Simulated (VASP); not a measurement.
# AlRu (Pm-3m) in VASP: a series of runs

The runs below take AlRu through single point, relaxation of cell and atoms, with PBE+D4, PBE+D3(BJ).

Everything below comes from runs of VASP 6.6.1. Logs are shortened: lines on timing, memory, paths and dates and some standing lists are left out, and cuts for length are marked.

### Step 1. The cell of the first run

It takes space group Pm-3m (No. 221, cubic). Conventional cell: a = 2.979 Å, b = 2.979 Å, c = 2.979 Å, α = 90.00°, β = 90.00°, γ = 90.00°. Within 3.4 Å of Al (site symmetry m-3m) lie 8 Ru at 2.58 Å and 6 Al at 2.98 Å. Within 3.4 Å of Ru (site symmetry m-3m) lie 8 Al at 2.58 Å and 6 Ru at 2.98 Å.

### Step 2. Single point, PBE+D4

File INCAR:

```
SYSTEM = AlRu
ALGO = Normal
EDIFF = 1E-6
ENCUT = 520
GGA = PE
ISIF = 2
ISMEAR = -1
IVDW = 13
LASPH = .True.
LCHARG = .False.
LREAL = .False.
LWAVE = .False.
NBANDS = 16
NELM = 60
PREC = Accurate
SIGMA = 0.1
```

File KPOINTS:

```
k-points
0
Gamma
  10 10 10
  0 0 0
```

File POSCAR:

```
AlRu
1.0
    2.9789409384      0.0000000000      0.0000000000
    0.0000000000      2.9789409384      0.0000000000
    0.0000000000      0.0000000000      2.9789409384
Al Ru
1 1
Direct
    0.0000000000      0.0000000000      0.0000000000
    0.5000000000      0.5000000000      0.5000000000
```

Potentials or basis: VASP PAW PBE potentials, release 64 (Al, Ru_pv).

On the command line:

```sh
$ cat potpaw_PBE.64/Al/POTCAR potpaw_PBE.64/Ru_pv/POTCAR > POTCAR
$ mpirun -np 1 vasp_std > vasp.out
```

OUTCAR:

```text
SYSTEM = AlRu
   EDIFF = 1E-6
   ENCUT = 520
   GGA = PE
   ISIF = 2
   ISMEAR = -1
   IVDW = 13
   LASPH = .True.
   LREAL = .False.
   NELM = 60
   PREC = Accurate

 ion  position               nearest neighbor table
   1  0.000  0.000  0.000-   2 2.58   2 2.58   2 2.58   2 2.58   2 2.58   2 2.58   2 2.58   2 2.58

   2  0.500  0.500  0.500-   1 2.58   1 2.58   1 2.58   1 2.58   1 2.58   1 2.58   1 2.58   1 2.58

  LATTYP: Found a simple cubic cell.
 ALAT       =     2.9789409384

  Lattice vectors:

 A1 = (   2.9789409384,   0.0000000000,   0.0000000000)
 A2 = (   0.0000000000,   2.9789409384,   0.0000000000)
 A3 = (   0.0000000000,   0.0000000000,   2.9789409384)

Analysis of symmetry for initial positions (statically):
=====================================================================
 Subroutine PRICEL returns:
 Original cell was already a primitive cell.

 Routine SETGRP: Setting up the symmetry group for a
 simple cubic supercell.

 Subroutine GETGRP returns: Found 48 space group operations
 (whereof 48 operations were pure point group operations)
 out of a pool of 48 trial point group operations.

The static configuration has the point symmetry O_h .

Analysis of symmetry for dynamics (positions and initial velocities):
=====================================================================
 Subroutine PRICEL returns:
 Original cell was already a primitive cell.

 Routine SETGRP: Setting up the symmetry group for a
 simple cubic supercell.

 Subroutine GETGRP returns: Found 48 space group operations
 (whereof 48 operations were pure point group operations)
 out of a pool of 48 trial point group operations.

The dynamic configuration has the point symmetry O_h .

 Subroutine INISYM returns: Found 48 space group operations
 (whereof 48 operations are pure point group operations),
 and found     1 'primitive' translations

----------------------------------------------------------------------------------------

                                     Primitive cell

  volume of cell :      26.4354

  direct lattice vectors                    reciprocal lattice vectors
     2.978940938  0.000000000  0.000000000     0.335689771  0.000000000  0.000000000
     0.000000000  2.978940938  0.000000000     0.000000000  0.335689771  0.000000000
     0.000000000  0.000000000  2.978940938     0.000000000  0.000000000  0.335689771

  length of vectors
     2.978940938  2.978940938  2.978940938     0.335689771  0.335689771  0.335689771

[... 73 lines left out ...]
   ICHARG =      2    charge: 1-file 2-atom 10-const
   ISPIN  =      1    spin polarized calculation?
   LNONCOLLINEAR =      F non collinear calculations
   LSORBIT =      F    spin-orbit coupling
   LASPH  =      T    aspherical Exc in radial PAW
   ENCUT  =  520.0 eV  38.22 Ry    6.18 a.u.   5.54  5.54  5.54*2*pi/ulx,y,z
   NELM   =     60;   NELMIN=  2; NELMDL= -5     # of ELM steps
   EDIFF  = 0.1E-05   stopping-criterion for ELM
   LREAL  =      F    real-space projection
[... 7 lines left out ...]
   TEBEG  =    0.0;   TEEND  =   0.0 temperature during run
   PSTRESS=    0.0 pullay stress
   NELECT =      17.0000    total number of electrons
   NUPDOWN=      -1.0000    fix difference up-down
   EMIN   =  10.00;   EMAX   =-10.00  energy-range for DOS
   EFERMI =   0.00;   METHOD = LEGACY
   ISMEAR =    -1;   SIGMA  =   0.10  broadening in eV -4-tet -1-fermi 0-gaus
   EFERMI_NEDOS =   21; number of points for ismear=-14 and -15
   IALGO  =     38    algorithm
   IMIX   =      4    mixing-type and parameters
     AMIX     =   0.40;   BMIX     =  1.00
     AMIX_MAG =   1.60;   BMIX_MAG =  1.00
  volume/ion in A,a.u.               =      13.22        89.20
  Fermi-wavevector in a.u.,A,eV,Ry     =   1.413066  2.670308 27.167525  1.996757
  Thomas-Fermi vector in A             =   2.534750
   LORBIT       =      0    0 simple, 1 ext, 2 COOP (PROOUT), +10 PAW based schemes
   GGA     = PE    functional components
   LHFCALC =     F    Hartree Fock is set to
   AEXX    =    0.0000 exact exchange contribution
   IVDW    =    13    specifies the selected vdW correction
   LEPSILON=     F    determine dielectric tensor
   LRPA    =     F    only Hartree local field effects (RPA)
 non-spin polarized calculation
  energy-cutoff  :      520.00
  volume of cell :       26.44
 maximum number of plane-waves:       739
 NGX is ok and might be reduce to    24
   NGX = 11   NGY = 11   NGZ = 11

 number of electron      16.9999996 magnetization

 Free energy of the ion-electron system (eV)
  ---------------------------------------------------
  ext. energy  EPLUGINS =         0.00000000
  ---------------------------------------------------
  free energy    TOTEN  =       -14.27749015 eV

  energy without entropy =      -14.22762823  energy(sigma->0) =      -14.25255919

 E-fermi :  10.9295     XC(G=0): -12.6314

 val. band max:       10.9007163045   @ k =   0.4000   0.1000   0.1000
 cond. band min:      10.9323041510   @ k =   0.5000   0.1000   0.1000
 fundamental gap:      0.0315878465
 Fermi energy:        10.9294770667

 k-point     1 :       0.0000    0.0000    0.0000
  band No.  band energies     occupation
      1     -30.8762      2.00000
      2     -30.8762      2.00000
      3     -30.8762      2.00000
      4       1.1490      2.00000
      5       7.2584      2.00000
      6       7.2584      2.00000
[... 433 lines left out ...]
      3     -30.8820      2.00000
      4       3.1126      2.00000
      5       7.3343      2.00000
      6       7.8988      2.00000
[... 8 lines left out ...]
     15      24.8120      0.00000
     16      25.5638      0.00000

 [... further k-points ...]

------------------------ aborting loop because EDIFF is reached ----------------------------------------

  DFT-D4 for vdW energy calculation

  Edisp (eV):   -0.95890

  FORCE on cell =-STRESS in cart. coord.  units (eV):
  Direction    XX          YY          ZZ          XY          YZ          ZX
  --------------------------------------------------------------------------------------
  -------------------------------------------------------------------------------------
  Total      -0.00612    -0.00612    -0.00612    -0.00000    -0.00000     0.00000
  in kB      -0.37080    -0.37080    -0.37080    -0.00000    -0.00000     0.00000
  external pressure =       -0.37 kB  Pullay stress =        0.00 kB

 VOLUME and BASIS-vectors are now :
 -----------------------------------------------------------------------------
  energy-cutoff  :      520.00
  volume of cell :       26.44
      direct lattice vectors                 reciprocal lattice vectors
     2.978940938  0.000000000  0.000000000     0.335689771  0.000000000  0.000000000
     0.000000000  2.978940938  0.000000000     0.000000000  0.335689771  0.000000000
     0.000000000  0.000000000  2.978940938     0.000000000  0.000000000  0.335689771

 POSITION                                       TOTAL-FORCE (eV/Angst)
 -----------------------------------------------------------------------------------
      0.00000      0.00000      0.00000         0.000000      0.000000      0.000000
      1.48947      1.48947      1.48947         0.000000      0.000000      0.000000
 -----------------------------------------------------------------------------------
    total drift:                                0.000000     -0.000000     -0.000000

  FREE ENERGIE OF THE ION-ELECTRON SYSTEM (eV)
  ---------------------------------------------------
  free  energy   TOTEN  =       -15.2363871801 eV

  energy  without entropy=      -15.1865252649  energy(sigma->0) =      -15.21145622
```

stdout:

```text
POSCAR found type information on POSCAR AlRu
 POSCAR found :  2 types and       2 ions
 scaLAPACK will be used
 LDA part: xc-table for (Slater+PW92), standard interpolation
 POSCAR, INCAR and KPOINTS ok, starting setup
 FFT: planning ... GRIDC
 FFT: planning ... GRID_SOFT
 FFT: planning ... GRID
 WAVECAR not read
 entering main loop
```

It took 19 s on 1 thread of AMD EPYC 7R43 (Zen 3), shared host; peak memory 0.11 GiB.

What came out:

```yaml
Free_energy: -15.2364 eV
Pressure: 0.0 GPa
Dispersion_energy_per_atom: -0.479 eV
```

Caveat: pairwise dispersion overbinds metals, which lowers pressure and volume.

### Step 3. Single point, PBE+D3(BJ)

This run uses another cell than the first one, of 13.15 Å³/atom, 0.995 times its volume.

File INCAR:

```
PREC = Accurate ; ENCUT = 520
EDIFF = 1E-7 ; ISMEAR = -1
SIGMA = 0.1 ; LREAL = False
LASPH = True ; NELM = 100
ALGO = Normal ; ISIF = 2
LWAVE = False ; LCHARG = True
GGA = PE ; IVDW = 12
LELF = True ; LVHAR = True
NBANDS = 16
```

File KPOINTS:

```
Automatic mesh
0
Gamma
  10 10 10
```

File POSCAR:

```
AlRu
1.0
    2.9741967871      0.0000000000      0.0000000000
    0.0000000000      2.9741967871      0.0000000000
    0.0000000000      0.0000000000      2.9741967871
Al Ru
1 1
Direct
    0.0000000000      0.0000000000      0.0000000000
    0.5000000000      0.5000000000      0.5000000000
```

Potentials or basis: VASP PAW PBE potentials, release 64 (Al, Ru_pv).

On the command line:

```sh
$ cat potpaw_PBE.64/Al/POTCAR potpaw_PBE.64/Ru_pv/POTCAR > POTCAR
$ mpirun -np 1 vasp_std > vasp.out
```

OUTCAR:

```text
PREC = Accurate
   ENCUT = 520
   EDIFF = 1E-7
   ISMEAR = -1
   LREAL = False
   LASPH = True
   NELM = 100
   ISIF = 2
   GGA = PE
   IVDW = 12
 IVDW          = 12

 ion  position               nearest neighbor table
   1  0.000  0.000  0.000-   2 2.58   2 2.58   2 2.58   2 2.58   2 2.58   2 2.58   2 2.58   2 2.58

   2  0.500  0.500  0.500-   1 2.58   1 2.58   1 2.58   1 2.58   1 2.58   1 2.58   1 2.58   1 2.58

  LATTYP: Found a simple cubic cell.
 ALAT       =     2.9741967871

[... 645 lines left out ...]
------------------------ aborting loop because EDIFF is reached ----------------------------------------

 Edisp (eV)   -1.04887

 E8    (eV) :    -0.4750

  FORCE on cell =-STRESS in cart. coord.  units (eV):
  Direction    XX          YY          ZZ          XY          YZ          ZX
  --------------------------------------------------------------------------------------
  -------------------------------------------------------------------------------------
  Total      -0.00734    -0.00734    -0.00734     0.00000    -0.00000     0.00000
  in kB      -0.44673    -0.44673    -0.44673     0.00000    -0.00000     0.00000
  external pressure =       -0.45 kB  Pullay stress =        0.00 kB

 VOLUME and BASIS-vectors are now :
 -----------------------------------------------------------------------------
  energy-cutoff  :      520.00
  volume of cell :       26.31
      direct lattice vectors                 reciprocal lattice vectors
     2.974196787  0.000000000  0.000000000     0.336225230  0.000000000  0.000000000
     0.000000000  2.974196787  0.000000000     0.000000000  0.336225230  0.000000000
     0.000000000  0.000000000  2.974196787     0.000000000  0.000000000  0.336225230

 POSITION                                       TOTAL-FORCE (eV/Angst)
 -----------------------------------------------------------------------------------
      0.00000      0.00000      0.00000         0.000000      0.000000      0.000000
      1.48710      1.48710      1.48710         0.000000      0.000000      0.000000
 -----------------------------------------------------------------------------------
    total drift:                                0.000000     -0.000000     -0.000000

  FREE ENERGIE OF THE ION-ELECTRON SYSTEM (eV)
  ---------------------------------------------------
  free  energy   TOTEN  =       -15.3215317561 eV

  energy  without entropy=      -15.2719518395  energy(sigma->0) =      -15.29674180
```

stdout:

```text
POSCAR found type information on POSCAR AlRu
 POSCAR found :  2 types and       2 ions
 scaLAPACK will be used
 LDA part: xc-table for (Slater+PW92), standard interpolation
 POSCAR, INCAR and KPOINTS ok, starting setup
 FFT: planning ... GRIDC
 FFT: planning ... GRID_SOFT
 FFT: planning ... GRID
 WAVECAR not read
 entering main loop
```

Wall time 22 s (1 thread of AMD EPYC 7R43 (Zen 3), shared host); peak memory 0.13 GiB.

What came out:

- Free energy: -15.3215 eV
- Pressure: 0.0 GPa
- Dispersion energy per atom: -0.524 eV

Levels at points of the mesh, in eV from the Fermi level:
```tsv
k point	band 7	band 8	band 9	band 10	band 11	band 12
(0.00, 0.00, 0.00)	0.15	0.15	0.15	6.13	6.13	6.13
(0.50, 0.00, 0.00)	-1.67	-1.67	0.41	2.32	7.41	11.09
(0.50, 0.50, 0.00)	-1.41	-1.23	-1.23	1.54	5.40	6.38
(0.50, 0.50, 0.50)	1.64	1.64	2.65	4.15	4.15	4.15
```

Caveat: pairwise dispersion overbinds metals, which lowers pressure and volume.

### Step 4. Relaxation of cell and atoms, PBE+D4

This run uses another cell than the first one, of 13.39 Å³/atom, 1.013 times its volume.

File INCAR:

```
SYSTEM = AlRu
ALGO = Normal
EDIFF = 1E-6
EDIFFG = -0.05
ENCUT = 600
GGA = PE
IBRION = 2
ISIF = 3
ISMEAR = -1
IVDW = 13
LASPH = .TRUE.
LCHARG = .FALSE.
LREAL = .FALSE.
LWAVE = .FALSE.
NELM = 60
NSW = 80
PREC = Accurate
SIGMA = 0.1
```

File KPOINTS:

```
k-points
0
G
  10 10 10
  0 0 0
```

File POSCAR:

```
AlRu
1.0
    2.9916000000      0.0000000000      0.0000000000
    0.0000000000      2.9916000000      0.0000000000
    0.0000000000      0.0000000000      2.9916000000
Al Ru
1 1
Direct
    0.0000000000      0.0000000000      0.0000000000
    0.5000000000      0.5000000000      0.5000000000
```

On the command line:

```sh
$ cat potpaw_PBE.64/Al/POTCAR potpaw_PBE.64/Ru_pv/POTCAR > POTCAR
$ mpirun -np 1 vasp_std > vasp.out
```

It took 35 s on 1 thread of AMD EPYC 7R43 (Zen 3), shared host; peak memory 0.13 GiB.

It converged, with:

```yaml
Free_energy: -15.2366 eV
Relaxed_volume: 13.21 Å³/atom
Relaxed_cell: a = 2.979 Å, b = 2.979 Å, c = 2.979 Å, α = 90.00°, β = 90.00°, γ = 90.00°
Space_group_after_relaxing_to_0.05_Å: Pm-3m (No. 221)
Energy_gained_by_relaxing: 1.5 meV/atom
Ionic_steps: 3
Pressure_after_relaxing: 0.0 GPa
Dispersion_energy_per_atom: -0.480 eV
```

Step by step:
```
step  energy change (eV)  largest force (eV/Å)  pressure (GPa)  volume (Å³)
   1              0.0000                0.0000           -2.74        26.77
   2              0.0045                0.0000            4.63        25.90
   3             -0.0030                0.0000           -0.01        26.43
```

Final structure:
```
Al Ru
1.0
     2.97863    0.00000    0.00000
     0.00000    2.97863    0.00000
     0.00000    0.00000    2.97863
Al Ru
1 1
Direct
  0.00000 0.00000 0.00000
  0.50000 0.50000 0.50000
```

Levels at points of the mesh, in eV from the Fermi level:
| k point | band 5 | band 6 | band 7 | band 8 | band 9 | band 10 | band 11 | band 12 |
| --- | --- | --- | --- | --- | --- | --- | --- | --- |
| (0.00, 0.00, 0.00) | -3.67 | -3.67 | 0.15 | 0.15 | 0.15 | 6.11 | 6.11 | 6.11 |
| (0.50, 0.00, 0.00) | -5.54 | -2.86 | -1.66 | -1.66 | 0.41 | 2.30 | 7.41 | 11.07 |
| (0.50, 0.50, 0.00) | -3.15 | -1.41 | -1.41 | -1.23 | -1.23 | 1.53 | 5.37 | 6.34 |
| (0.50, 0.50, 0.50) | -4.74 | -4.74 | 1.63 | 1.63 | 2.63 | 4.13 | 4.13 | 4.13 |

Caveat: pairwise dispersion overbinds metals, which lowers pressure and volume.

### Step 5. Relaxation of cell and atoms, PBE+D3(BJ)

This run uses another cell than the first one, of 13.39 Å³/atom, 1.013 times its volume.

File INCAR:

```
SYSTEM = AlRu
ALGO = Normal
EDIFF = 1E-7
EDIFFG = -0.05
ENCUT = 600
GGA = PE
IBRION = 2
ISIF = 3
ISMEAR = -1
IVDW = 12
LASPH = .TRUE.
LCHARG = .FALSE.
LREAL = .FALSE.
LWAVE = .FALSE.
NELM = 80
NSW = 80
PREC = Accurate
SIGMA = 0.1
```

KPOINTS is that of step 4.

POSCAR is that of step 4.

On the command line:

```sh
$ cat potpaw_PBE.64/Al/POTCAR potpaw_PBE.64/Ru_pv/POTCAR > POTCAR
$ mpirun -np 1 vasp_std > vasp.out
```

It took 36 s on 1 thread of AMD EPYC 7R43 (Zen 3), shared host; peak memory 0.13 GiB.

It converged, with:

```
Free energy                            : -15.3218 eV
Relaxed volume                         : 13.15 Å³/atom
Relaxed cell                           : a = 2.974 Å, b = 2.974 Å, c = 2.974 Å, α = 90.00°, β = 90.00°, γ = 90.00°
Space group after relaxing (to 0.05 Å) : Pm-3m (No. 221)
Energy gained by relaxing              : 2.8 meV/atom
Ionic steps                            : 3
Pressure after relaxing                : 0.0 GPa
Dispersion energy per atom             : -0.525 eV
```

Step by step:
```csv
step,energy change (eV),largest force (eV/Å),pressure (GPa),volume (Å³)
1,0.0000,0.0000,-3.76,26.77
2,0.0087,0.0000,6.53,25.58
3,-0.0057,0.0000,-0.02,26.30
```

Final structure:
```cif
data_structure
_symmetry_space_group_name_H-M 'P 1'
_symmetry_Int_Tables_number 1
_cell_length_a 2.9740
_cell_length_b 2.9740
_cell_length_c 2.9740
_cell_angle_alpha 90.000
_cell_angle_beta 90.000
_cell_angle_gamma 90.000
_cell_volume 26.30
loop_
_atom_site_label
_atom_site_type_symbol
_atom_site_fract_x
_atom_site_fract_y
_atom_site_fract_z
_atom_site_occupancy
Al1 Al 0.00000 0.00000 0.00000 1
Ru1 Ru 0.50000 0.50000 0.50000 1
```

Levels at points of the mesh, in eV from the Fermi level:
```
           k point  band 7  band 8  band 9  band 10  band 11  band 12
(0.00, 0.00, 0.00)    0.15    0.15    0.15     6.14     6.14     6.14
(0.50, 0.00, 0.00)   -1.67   -1.67    0.41     2.32     7.41    11.09
(0.50, 0.50, 0.00)   -1.41   -1.23   -1.23     1.54     5.40     6.39
(0.50, 0.50, 0.50)    1.64    1.64    2.66     4.15     4.15     4.15
```

Caveat: pairwise dispersion overbinds metals, which lowers pressure and volume.

### Step 6. Summary

```csv
task,level,cell,cutoff (eV),gap on the mesh (eV),pressure (GPa),relaxed volume (Å³/atom)
single point,PBE+D4,"a = 2.979 Å, 2 atoms",520,none,0.0,-
single point,PBE+D3(BJ),"a = 2.974 Å, 2 atoms",520,none,0.0,-
relaxation of cell and atoms,PBE+D4,"relaxed from a = 2.992 Å, 2 atoms",600,none,0.0,13.21
relaxation of cell and atoms,PBE+D3(BJ),"relaxed from a = 2.992 Å, 2 atoms",600,none,0.0,13.15
```

Alike in all rows: potentials or basis VASP PAW PBE potentials, release 64 (Al, Ru_pv); no spin polarisation; k mesh 10 × 10 × 10; smearing fermi-dirac 0.1 eV.

Caveats: pairwise dispersion overbinds metals, which lowers pressure and volume.

Absolute energies hang on the potentials; compare differences alone.
